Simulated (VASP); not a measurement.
Set up this calculation in VASP 6.6.1, as the native input.

```
Task                   : single point
Functional             : PBE
Potentials or basis    : VASP PAW PBE potentials, release 64 (Hf_pv, C)
Cutoff                 : 520 eV
k mesh                 : 18 × 18 × 18
Occupations            : gaussian, width 0.15 eV
Spin                   : no spin polarisation
Dipole correction      : no
Further INCAR settings : ALGO = Normal; EDIFF = 1e-06; NBANDS = 14
```

The structure of HfC lies in POSCAR:

```
HfC
1.0
    0.0000000000      2.2087500000      2.3250000000
    2.3250000000      0.0000000000      2.3250000000
    2.3250000000      2.2087500000      0.0000000000
Hf C
1 1
Direct
    0.5000000000      0.5000000000      0.5000000000
    0.0000000000      0.0000000000      0.0000000000
```

This cell differs from its parent crystal: strain -0.0500 x Voigt [0, 1, 0, 0, 0, 0].

These files were run (other wordings do the same):

INCAR

```
  ALGO = Normal
  EDIFF = 1E-6
  ENCUT = 520
  GGA = PE
  ISIF = 2
  ISMEAR = 0
  LASPH = True
  LCHARG = True
  LELF = True
  LREAL = False
  LVHAR = True
  LWAVE = False
  NBANDS = 14
  NELM = 80
  PREC = Accurate
  SIGMA = 0.15
```

KPOINTS

```
k-points
0
Gamma
  18 18 18
```

Potentials or basis: VASP PAW PBE potentials, release 64 (Hf_pv, C).

Launch:

```bash
$ cat potpaw_PBE.64/Hf_pv/POTCAR potpaw_PBE.64/C/POTCAR > POTCAR
$ mpirun -np 1 vasp_std > vasp.out
```

It gave:

| Property | Result |
| --- | --- |
| Pressure | 14.4 GPa |
| Band gap on the k mesh | zero (band 7 reaches 7.58 eV, above the bottom of band 8 at 5.58 eV) |

Caveat: the cell differs from its parent crystal (strain -0.0500 x Voigt [0, 1, 0, 0, 0, 0]); spin-orbit coupling is left out, which moves the levels of the heavy elements.

Wall time 67 s on 1 thread of Intel(R) Xeon(R) Platinum 8259CL CPU @ 2.50GHz (Skylake/Cascade Lake), with other jobs on the host, peak memory 0.28 GiB.
